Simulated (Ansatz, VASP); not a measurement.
# B in VASP and in Ansatz

INCAR

```
ALGO = Normal
EDIFF = 1E-7
ENCUT = 520
GGA = RP
ISIF = 2
ISMEAR = -1
LASPH = T
LCHARG = F
LREAL = F
LWAVE = F
NBANDS = 8
NELM = 80
PREC = Accurate
SIGMA = 0.1
```

File KPOINTS:

```
k-points
0
Gamma
  21 21 21
```

Contents of POSCAR:

```
B
1.0
    0.0000000000      1.4012207532      1.4012207532
    1.4012207532      0.0000000000      1.4012207532
    1.4012207532      1.4012207532      0.0000000000
B
1
Direct
    0.0000000000      0.0000000000      0.0000000000
```

Input for Ansatz:

```yaml
crystal:
  lattice:
    - [0.0, 1.4012207532, 1.4012207532]
    - [1.4012207532, 0.0, 1.4012207532]
    - [1.4012207532, 1.4012207532, 0.0]
  atoms:
    - { symbol: B, position: [0.0, 0.0, 0.0] }
hamiltonian:
  xc: rpbe
  pseudopotentials:
    kind: paw
    azcp:
      B: "pseudopotentials/B.paw.azcp"
basis:
  ecutwfc: 420
  fft_grid_basis: typed
kpoints:
  mp_grid: { grid: [21, 21, 21], shift: [0, 0, 0] }
magnetization:
  spin_polarized: false
scf:
  occupations: { method: fermi_dirac, width: 0.1 }
  lower_state_search: "off"
output:
  stress: true
  write_density: true
  write_potential: true
  elf: true
  volumetric_format: npy
```

Alike in both runs: task single point; functional RPBE; k mesh 21 × 21 × 21; occupations fermi-dirac, width 0.1 eV; no spin polarisation.

```csv
,VASP,Ansatz
version,VASP 6.6.1,Ansatz 0.2.0
potentials or method,"VASP PAW PBE potentials, release 64 (B), cutoff 520 eV","plane waves (420 eV) with PAW, scalar-relativistic"
valence electrons in the cell,3,3
```

|  | VASP | Ansatz | Ansatz less VASP |
| --- | --- | --- | --- |
| pressure (GPa) | 25.6 | 25.8 | +0.22 |

VASP's potentials were made for PBE, not for RPBE.
